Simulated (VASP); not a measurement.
Here is a VASP 6.6.1 calculation.

INCAR

```
SYSTEM = Sr
PREC = Accurate
ENCUT = 520
EDIFF = 1E-7
ISMEAR = 0
SIGMA = 0.1
LREAL = .False.
LASPH = .True.
NELM = 100
ALGO = Fast
ISIF = 2
LWAVE = .False.
LCHARG = .False.
GGA = PS
NBANDS = 22
```

The input KPOINTS:

```
Automatic mesh
0
Gamma
  9 9 12
  0 0 0
```

The input POSCAR:

```
Sr
1.0
    6.9369988352      0.0000000000      0.0000000000
   -3.4684994175      6.0076172172      0.0000000000
    0.0000000000      0.0000000000      4.0904759944
Sr
3
Direct
    0.0000000000      0.6700290021      0.0000000000
    0.3299709979      0.3299709979      0.0000000000
    0.6700290021      0.0000000000      0.0000000000
```

Potentials or basis: VASP PAW PBE potentials, release 64 (Sr_sv).

Run with:

```sh
$ cat potpaw_PBE.64/Sr_sv/POTCAR > POTCAR
$ mpirun -np 1 vasp_std > vasp.out
```

Problem. Estimate the pressure.

Solution. -0.3 GPa.

Problem. Estimate the largest force.

Solution. 0.068 eV/Å.

Problem. Estimate the band gap on the k mesh.

Solution. Zero (bands 15 and 16 overlap by 0.85 eV).

Forces on the atoms (eV/Å):
```
Sr   0.034 -0.059  0.000
Sr   0.034  0.059  0.000
Sr  -0.068  0.000  0.000
```

Caveat: the cell differs from its parent crystal (strained and its atoms moved); the PAW data sets were made with another functional, which shifts forces and pressure a little.
